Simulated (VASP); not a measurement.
Runs of VASP 6.6.1 on Pt. The structure is that of space group I4/mmm (No. 139), or close to it. The cells are those of the table. 

```tsv
cell	gap on the mesh (eV)	pressure (GPa)
a = 2.735, b = 2.735, c = 2.847 Å, angles 58.6, 58.6, 62.7°, 1 atom	none	6.8
a = 2.697, b = 2.697, c = 3.008 Å, angles 56.1, 56.1, 67.8°, 1 atom	none	8.9
a = 2.878, b = 2.878, c = 2.606 Å, angles 63.1, 63.1, 53.8°, 1 atom	none	11.7
a = 2.820, b = 2.820, c = 2.682 Å, angles 61.6, 61.6, 56.8°, 1 atom	none	7.5
a = 2.713, b = 2.713, c = 2.923 Å, angles 57.4, 57.4, 65.2°, 1 atom	none	7.9
a = 3.021, b = 3.021, c = 2.467 Å, angles 65.9, 65.9, 48.2°, 1 atom	none	(a)
a = 2.942, b = 2.942, c = 2.537 Å, angles 64.5, 64.5, 51.1°, 1 atom	none	(b)
```

Alike in all rows: task single point; level r2SCAN; potentials or basis VASP PAW PBE potentials, release 64 (Pt); no spin polarisation; k mesh 24 × 24 × 24; cutoff (eV) 520; smearing gaussian 0.15 eV.

**Question.** Estimate the missing entries.

**Answer.** (a) 30.8; (b) 19.0.

Caveats: the PAW data sets were made with another functional, which shifts forces and pressure a little; spin-orbit coupling is left out, which moves the levels of the heavy elements.

A k mesh can miss the band edges, and the runs leave out spin-orbit coupling on Pt.

A gap of «none» marks levels without a gap at the run's occupations.
